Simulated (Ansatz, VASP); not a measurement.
## One calculation of Al2Cu, two programs

Contents of INCAR:

```
SYSTEM = Al2Cu
PREC = Accurate
ENCUT = 600
EDIFF = 1E-7
ISMEAR = 0
SIGMA = 0.2
LREAL = .FALSE.
LASPH = .TRUE.
NELM = 80
ALGO = Normal
ISIF = 3
LWAVE = .FALSE.
LCHARG = .FALSE.
GGA = PE
IBRION = 2
NSW = 36
EDIFFG = -0.08
```

KPOINTS

```
Automatic mesh
0
G
  4 3 4
  0 0 0
```

Contents of POSCAR:

```
Al2Cu
1.0
    3.8059194900      0.0000000000      0.0000000000
    0.0000000000      5.5377816800      0.0000000000
    0.0000000000      0.0000000000      4.7746695200
Al Cu
4 2
Direct
    0.0000000000      0.1627608200      0.3363568800
    0.0000000000      0.8372391800      0.3363568800
    0.5000000000      0.6627608200      0.6636431200
    0.5000000000      0.3372391800      0.6636431200
    0.0000000000      0.5000000000      0.6694314800
    0.5000000000      0.0000000000      0.3305685200
```

Input for Ansatz:

```yaml
crystal:
  lattice:
    - [3.80591949, 0.0, 0.0]
    - [0.0, 5.53778168, 0.0]
    - [0.0, 0.0, 4.77466952]
  atoms:
    - { symbol: Al, position: [0.0, 0.16276082, 0.33635688] }
    - { symbol: Al, position: [0.0, 0.83723918, 0.33635688] }
    - { symbol: Al, position: [0.5, 0.66276082, 0.66364312] }
    - { symbol: Al, position: [0.5, 0.33723918, 0.66364312] }
    - { symbol: Cu, position: [0.0, 0.5, 0.66943148] }
    - { symbol: Cu, position: [0.5, 0.0, 0.33056852] }
basis:
  ecutwfc: 420
kpoints:
  mp_grid: { grid: [4, 3, 4] }
hamiltonian:
  xc: pbe
scf:
  occupations: { method: gaussian, width: 0.2 }
  lower_state_search: "off"
output:
  forces: true
  stress: true
  eigenvalues: true
relax:
  adjacent_minimum: "off"
  f_tol: 0.08
  max_steps: 16
  cell: { stress_tol: 0.8 }
```

Alike in both runs: task relaxation of cell and atoms; functional PBE; k mesh 4 × 3 × 4; occupations gaussian, width 0.2 eV; no spin polarisation.

```csv
,VASP,Ansatz
version,VASP 6.6.1,Ansatz 0.2.0
potentials or method,"VASP PAW PBE potentials, release 64 (Al, Cu), cutoff 600 eV","scalar-relativistic, plane waves, PAW"
valence electrons in the cell,34,50
```

VASP gave:

* gap on the k mesh at the Fermi level, each at its own relaxed structure (eV): none
* relaxed volume (Å³/atom): 16.08
* relaxed length of the cell vector where the two differ most in proportion (Å): 4.024

**Question.** What did Ansatz give for the same quantities?

**Answer.** gap on the k mesh at the Fermi level, each at its own relaxed structure (eV): none; relaxed volume (Å³/atom): 16.09; relaxed length of the cell vector where the two differ most in proportion (Å): 4.034.

A gap of «none» marks a metal or a gap that the smearing closes. VASP's potentials hold 34 valence electrons a cell and Ansatz's 50, so a difference there can come from the potentials and not from the codes.

The k mesh is coarse, so the values compare programs but aren't converged.
